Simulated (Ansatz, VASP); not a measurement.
**Two plane-wave programs on Si**

INCAR

```
SYSTEM = Si
PREC = Accurate
ENCUT = 500
EDIFF = 1E-6
ISMEAR = 0
SIGMA = 0.01
LREAL = .FALSE.
LASPH = .TRUE.
NELM = 120
ALGO = Normal
ISIF = 2
LWAVE = .FALSE.
LCHARG = .FALSE.
GGA = PS
NBANDS = 18
GGA_COMPAT = .FALSE.
```

Contents of KPOINTS:

```
Automatic mesh
0
G
  12 12 12
  0 0 0
```

File POSCAR:

```
Si
1.0
    3.8419226018      2.2181350483      1.9359700489
   -3.8419226018      2.2181350483      1.9359700489
    0.0000000000     -4.4362700967      1.9359700489
Si
5
Direct
    0.2039272456      0.2039272456      0.2039272456
    0.7960727544      0.7960727544      0.7960727544
    0.5629236808      0.4370763192      0.0000000000
    0.0000000000      0.5629236808      0.4370763192
    0.4370763192      0.0000000000      0.5629236808
```

Input for Ansatz:

```yaml
crystal:
  lattice:
    - [3.8419226018, 2.2181350483, 1.9359700489]
    - [-3.8419226018, 2.2181350483, 1.9359700489]
    - [0.0, -4.4362700967, 1.9359700489]
  atoms:
    - { symbol: Si, position: [0.2039272456, 0.2039272456, 0.2039272456] }
    - { symbol: Si, position: [0.7960727544, 0.7960727544, 0.7960727544] }
    - { symbol: Si, position: [0.5629236808, 0.4370763192, 0.0] }
    - { symbol: Si, position: [0.0, 0.5629236808, 0.4370763192] }
    - { symbol: Si, position: [0.4370763192, 0.0, 0.5629236808] }
kpoints:
  mp_grid: { grid: [12, 12, 12] }
hamiltonian:
  xc: pbesol
scf:
  occupations: { method: gaussian, width: 0.01 }
  mixing: { algorithm: anderson, beta: 0.2, ndim: 16 }
output:
  forces: true
  eigenvalues: true
  stress: true
```

Alike in both runs: task single point; functional PBEsol; k mesh 12 × 12 × 12; occupations gaussian, width 0.01 eV; no spin polarisation.

```csv
,VASP,Ansatz
version,VASP 6.6.1,Ansatz 0.2.0
potentials or method,"VASP PAW PBE potentials, release 64 (Si)","scalar-relativistic, plane waves, PAW"
plane-wave cutoff (eV),500,420
valence electrons in the cell,20,20
```

```tsv
	VASP	Ansatz	Ansatz less VASP
gap on the k mesh at the Fermi level (eV)	0.11	0.12	+0.004
pressure (GPa)	-1.8	-1.9	-0.10
traceless stress, the component that is largest in VASP (GPa)	-0.02	-0.07	-0.043
rms of the force components (eV/Å)	0.007	0.005	-0.0020
```

VASP's potentials were made for PBE, not for PBEsol. Atom by atom the forces differ by 0.002 eV/Å (rms over components).
